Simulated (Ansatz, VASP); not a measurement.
# HfSiO4: VASP beside Ansatz

```
Hf Si O
1.0
    -3.32284    3.32284    3.00689
     3.32284   -3.32284    3.00689
     3.32284    3.32284   -3.00689
Hf Si O
2 2 8
Cartesian
  0.0000 3.3228 1.5034
  0.0000 0.0000 0.0000
  3.3228 0.0000 1.5034
  0.0000 0.0000 3.0069
  3.3228 2.0988 -1.0890
  4.5469 0.0000 0.4144
  0.0000 1.2241 1.9179
  2.0988 0.0000 0.4144
  3.3228 1.2241 2.5925
  1.2241 0.0000 4.0959
  3.3228 -1.2241 2.5925
  2.0988 3.3228 1.0890
```

Alike in both runs: functional PBE; k mesh 4 × 4 × 4; no spin polarisation.

Ansatz relaxed the structure, and its values are those at the end. VASP's run is a single point on that final structure, the one shown.

|  | VASP | Ansatz |
| --- | --- | --- |
| version | VASP 6.6.1 | Ansatz 0.2.0 |
| potentials or method | VASP PAW PBE potentials, release 64 (Hf_pv, Si, O), cutoff 520 eV | scalar-relativistic, plane waves, PAW |
| occupations | gaussian, width 0.01 eV | fixed |
| valence electrons in the cell | 76 | 108 |

VASP gave:

| Item | Value |
| --- | --- |
| gap on the k mesh at the Fermi level (eV) | 5.27 |
| least direct gap on the mesh (eV) | 5.60 |
| pressure (GPa) | -1.6 |
| rms of the force components (eV/Å) | 0.086 |

Problem. Which values does Ansatz return?

Solution. gap on the k mesh at the Fermi level (eV): 5.33; least direct gap on the mesh (eV): 5.66; pressure (GPa): 0.0; rms of the force components (eV/Å): 0.000.

VASP's potentials hold 76 valence electrons a cell and Ansatz's 108, so a difference there can come from the potentials and not from the codes.

Spin-orbit coupling is off throughout.
